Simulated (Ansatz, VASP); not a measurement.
**Two plane-wave programs on SiNi3**

```
CELL_PARAMETERS angstrom
3.46125 0.00000 0.00000
0.00000 3.46125 0.00000
0.00000 0.00000 3.46125
ATOMIC_POSITIONS crystal
Si 0.00000 0.00000 0.00000
Ni 0.00000 0.53611 0.50000
Ni 0.50000 0.03611 0.50000
Ni 0.50000 0.53611 0.00000
```

Change from the starting cell: all Ni atoms moved +0.125 Å, as atom 2 along Cartesian [0 1 0].

Alike in both runs: task single point; functional PBEsol; k mesh 14 × 14 × 14; occupations gaussian, width 0.15 eV; no spin polarisation.

|  | VASP | Ansatz |
| --- | --- | --- |
| version | VASP 6.6.1 | Ansatz 0.2.0 |
| potentials or method | VASP PAW PBE potentials, release 64 (Si, Ni), cutoff 520 eV | scalar-relativistic, plane waves, PAW |
| valence electrons in the cell | 34 | 58 |

Ansatz gave:

* gap on the k mesh at the Fermi level (eV): none
* pressure (GPa): 0.9
* traceless stress, the component that is largest in VASP (GPa): 0.22
* rms of the force components (eV/Å): 0.282

Question: Which values does VASP return?

Answer: gap on the k mesh at the Fermi level (eV): none; pressure (GPa): 1.1; traceless stress, the component that is largest in VASP (GPa): 0.22; rms of the force components (eV/Å): 0.287.

VASP's potentials were made for PBE, not for PBEsol. Atom by atom the forces differ by 0.005 eV/Å (rms over components). A gap of «none» marks a metal or a gap that the smearing closes. VASP's potentials hold 34 valence electrons a cell and Ansatz's 58, so a difference there can come from the potentials and not from the codes.
